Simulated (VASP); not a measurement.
Write the native input for VASP 6.6.1 that does the following.

| Item | Value |
| --- | --- |
| Task | electric field gradients |
| Functional | PBE |
| Potentials or basis | VASP PAW PBE potentials, release 64 (In_d, O) |
| Cutoff | 520 eV |
| k mesh | 3 × 3 × 3 |
| Occupations | fermi-dirac, width 0.02 eV |
| Spin | no spin polarisation |
| Dipole correction | no |
| Further INCAR settings | LREAL = Auto; ALGO = Normal; EDIFF = 1e-08; NBANDS = 202 |

The structure of In2O3 lies in POSCAR:

```
In2O3
1.0
   -5.0600000000      5.0600000000      5.0600000000
    5.0600000000     -5.0600000000      5.0600000000
    5.0600000000      5.0600000000     -5.0600000000
In O
16 24
Direct
    0.5000563614      0.5000563614      0.5000563614
    0.5000000000      0.0000000000     -0.0000563614
   -0.0000563614      0.5000000000      0.0000000000
    0.0000000000     -0.0000563614      0.5000000000
    0.2500000000      0.2162312703     -0.0337687297
    0.7500000000      0.2837687297      0.5337687297
   -0.0337687297      0.2500000000      0.2162312703
    0.5337687297      0.7500000000      0.2837687297
    0.2162312703     -0.0337687297      0.2500000000
    0.2837687297      0.5337687297      0.7500000000
    0.2500000000      0.7162957176      0.4662957176
    0.7500000000      0.7837042824      1.0337042824
    0.4662957176      0.2500000000      0.7162957176
    1.0337042824      0.7500000000      0.7837042824
    0.7162957176      0.4662957176      0.2500000000
    0.7837042824      1.0337042824      0.7500000000
    0.4541760290      0.4638612255      0.2274374085
    0.7364238170      0.2267386204      0.2725625915
    0.0458239710      0.2732613796      0.0096851965
    0.7635761830      0.0361387745      0.4903148035
    0.2274374085      0.4541760290      0.4638612255
    0.2725625915      0.7364238170      0.2267386204
    0.0096851965      0.0458239710      0.2732613796
    0.4903148035      0.7635761830      0.0361387745
    0.4638612255      0.2274374085      0.4541760290
    0.2267386204      0.2725625915      0.7364238170
    0.2732613796      0.0096851965      0.0458239710
    0.0361387745      0.4903148035      0.7635761830
    0.7725646483      0.5457685786      0.5360924082
    0.5096761704      0.2364722401     -0.0360924082
    0.7274353517      0.2635277599      0.7732039303
   -0.0096761704     -0.0457685786      0.7267960697
    0.5360924082      0.7725646483      0.5457685786
   -0.0360924082      0.5096761704      0.2364722401
    0.7732039303      0.7274353517      0.2635277599
    0.7267960697     -0.0096761704     -0.0457685786
    0.5457685786      0.5360924082      0.7725646483
    0.2364722401     -0.0360924082      0.5096761704
    0.2635277599      0.7732039303      0.7274353517
   -0.0457685786      0.7267960697     -0.0096761704
```

These files were run (other wordings do the same):

INCAR

```
PREC = Accurate ; ENCUT = 520
EDIFF = 1E-8 ; ISMEAR = -1
SIGMA = 0.02 ; LREAL = Auto
LASPH = T ; NELM = 100
ALGO = Normal ; ISIF = 2
LWAVE = F ; LCHARG = F
GGA = PE ; LEFG = T
NBANDS = 202
```

KPOINTS

```
regular mesh
0
Gamma
  3 3 3
```

Potentials or basis: VASP PAW PBE potentials, release 64 (In_d, O).

Launch:

```console
$ cat potpaw_PBE.64/In_d/POTCAR potpaw_PBE.64/O/POTCAR > POTCAR
$ mpirun -np 1 vasp_std > vasp.out
```

It gave:

```
Pressure                                : 8.5 GPa
Largest force                           : 0.016 eV/Å
Band gap on the k mesh                  : 1.20 eV
Largest electric field gradient by atom : In +78.7, +49.2, +49.3 (each value once); O -25.1, -25.0 (each value once) V/Å²
```

Caveat: the cell stands under pressure; without QUAD_EFG the Cq values of the log hold for a quadrupole moment of 1 mb, not for the nuclei; spin-orbit coupling is left out, which moves the levels of the heavy elements.

Wall time 21 min on 1 thread of Intel(R) Xeon(R) Platinum 8259CL CPU @ 2.50GHz (Skylake/Cascade Lake), with other jobs on the host, peak memory 0.82 GiB.
